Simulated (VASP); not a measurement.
HgTe: single point with PBE

Crystal: HgTe.

```
CELL_PARAMETERS angstrom
0.00000 3.20577 3.20577
3.20577 0.00000 3.20577
3.20577 3.20577 0.00000
ATOMIC_POSITIONS crystal
Hg 0.00000 0.00000 0.00000
Te 0.25000 0.25000 0.25000
```

| Property | Result |
| --- | --- |
| Program | VASP 6.6.1 |
| Task | single point |
| Functional | PBE |
| Potentials or basis | VASP PAW PBE potentials, release 64 (Hg, Te) |
| Cutoff | 520 eV |
| k mesh | 12 × 12 × 12 |
| Occupations | gaussian, width 0.1 eV |
| Spin | no spin polarisation |

- Pressure: 5.1 GPa
- Band gap on the k mesh: zero (filled and empty bands touch)

Levels at points of the mesh, in eV from the Fermi level:
```csv
k point,band 5,band 6,band 7,band 8,band 9,band 10,band 11,band 12,band 13,band 14
"(0.00, 0.00, 0.00)",-7.00,-7.00,-0.72,-0.06,-0.06,-0.06,4.12,4.12,4.12,6.41
"(0.50, 0.00, 0.00)",-6.98,-6.68,-5.72,-1.10,-1.10,0.65,4.95,4.95,6.80,7.90
"(0.50, 0.50, 0.00)",-6.93,-6.52,-5.63,-2.44,-2.44,1.83,2.36,8.25,8.90,8.90
```

Wall time 46 s on 1 thread of AMD EPYC 9R45 96-Core Processor (Zen 5), on a shared host, peak memory 0.22 GiB.

Caveat: the cell stands under pressure; semilocal functionals underestimate gaps, so a narrow gap can read as zero; spin-orbit coupling is left out, which moves the levels of the heavy elements.
